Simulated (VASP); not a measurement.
Ag4SI: single point with PBE

Ag4SI:

```
CELL_PARAMETERS angstrom
4.02449 -2.90046 0.00000
4.02449 2.90046 0.00000
-0.02988 0.00000 6.69286
ATOMIC_POSITIONS crystal
I 0.50000 0.50000 0.50000
Ag 0.00000 0.50000 0.00000
Ag 0.13952 0.13952 0.36765
Ag 0.50000 0.00000 0.00000
Ag 0.86048 0.86048 0.63235
S 0.00000 0.00000 0.00000
```

* Program: VASP 6.6.1
* Task: single point
* Functional: PBE
* Potentials or basis: VASP PAW PBE potentials, release 64 (I, Ag, S)
* Cutoff: 520 eV
* k mesh: 6 × 6 × 4
* Occupations: fermi-dirac, width 0.05 eV
* Spin: no spin polarisation
* Dipole correction: no
* Further INCAR settings: ALGO = Normal; EDIFF = 1e-07; NBANDS = 38

```json
{
  "Pressure": "-0.5 GPa",
  "Largest force": "0.048 eV/Å",
  "Band gap on the k mesh": "zero (an odd number of electrons rules out a gap without spin polarisation)"
}
```

Forces on the atoms (eV/Å):
```
I    0.000  0.000  0.000
Ag   0.000  0.000  0.000
Ag   0.041  0.000 -0.026
Ag   0.000  0.000  0.000
Ag  -0.041  0.000  0.026
S    0.000  0.000  0.000
```

Stress tensor (GPa, compression positive):
```
-0.87  0.00  0.26
 0.00 -0.51  0.00
 0.26  0.00 -0.13
```

Levels at points of the mesh, in eV from the Fermi level:
```
           k point  band 26  band 27  band 28  band 29  band 30  band 31
(0.00, 0.00, 0.00)    -2.44    -2.37    -1.82    -1.68    -0.36     1.77
(0.50, 0.00, 0.00)    -2.79    -2.66    -2.28     0.15     1.26     1.87
(0.50, 0.50, 0.00)    -2.34    -1.54    -1.26    -1.10     0.47     0.92
(0.00, 0.00, 0.50)    -2.92    -2.34    -2.13    -0.36    -0.09     2.35
(0.50, 0.00, 0.50)    -2.63    -2.04    -1.65    -0.80     0.45     2.60
(0.50, 0.50, 0.50)    -2.67    -2.16    -1.46     0.46     1.12     1.79
```

Wall time 4.4 min on 1 thread of Intel(R) Xeon(R) Platinum 8488C (Sapphire Rapids), with other jobs on the host, peak memory 0.41 GiB.

Caveat: spin-orbit coupling is left out, which moves the levels of the heavy elements; an odd number of electrons without spin polarisation forces a metal; a magnetic or distorted state may lie lower.
